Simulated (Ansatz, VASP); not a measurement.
B: VASP beside Ansatz

INCAR

```
PREC     = Accurate       # precision mode
ENCUT    = 520            # plane-wave cutoff, eV
EDIFF    = 1E-6           # SCF threshold, eV
ISMEAR   = 0              # smearing method
SIGMA    = 0.1            # smearing width, eV
LREAL    = False          # projectors in reciprocal space
LASPH    = True           # aspherical terms in the spheres
NELM     = 100            # most SCF steps
ALGO     = Normal         # electronic algorithm
ISIF     = 2              # what is computed and relaxed
LWAVE    = False          # write WAVECAR
LCHARG   = False          # write CHGCAR
GGA      = PE             # functional
NBANDS   = 8              # bands
```

KPOINTS

```
regular mesh
0
Gamma
  10 8 8
```

Contents of POSCAR:

```
B
1.0
    1.6986789400      0.0000000000      0.0000000000
    0.0000000000      1.9768248300      0.0000000000
    0.0000000000      0.0000000000      2.4110389400
B
1
Direct
    0.0000000000      0.0000000000      0.5000000000
```

Input for Ansatz:

```yaml
crystal:
  lattice:
    - [1.69867894, 0.0, 0.0]
    - [0.0, 1.97682483, 0.0]
    - [0.0, 0.0, 2.41103894]
  atoms:
    - { symbol: B, position: [0.0, 0.0, 0.5] }
basis:
  ecutwfc: 420
kpoints:
  mp_grid: { grid: [10, 8, 8] }
hamiltonian:
  xc: pbe
scf:
  occupations: { method: gaussian, width: 0.1 }
  lower_state_search: "off"
output:
  forces: true
  stress: true
  eigenvalues: true
```

Alike in both runs: task single point; functional PBE; k mesh 10 × 8 × 8; occupations gaussian, width 0.1 eV; no spin polarisation.

|  | VASP | Ansatz |
| --- | --- | --- |
| version | VASP 6.6.1 | Ansatz 0.2.0 |
| potentials or method | VASP PAW PBE potentials, release 64 (B), cutoff 520 eV | scalar-relativistic, plane waves, PAW |
| valence electrons in the cell | 3 | 3 |

|  | VASP | Ansatz | Ansatz less VASP |
| --- | --- | --- | --- |
| gap on the k mesh at the Fermi level (eV) | none | none | - |
| pressure (GPa) | -10.4 | -10.4 | +0.02 |
| traceless stress, the component that is largest in VASP (GPa) | 32.88 | 32.85 | -0.029 |

A gap of «none» marks a metal or a gap that the smearing closes.

The k mesh is coarse, so the values compare programs but aren't converged.
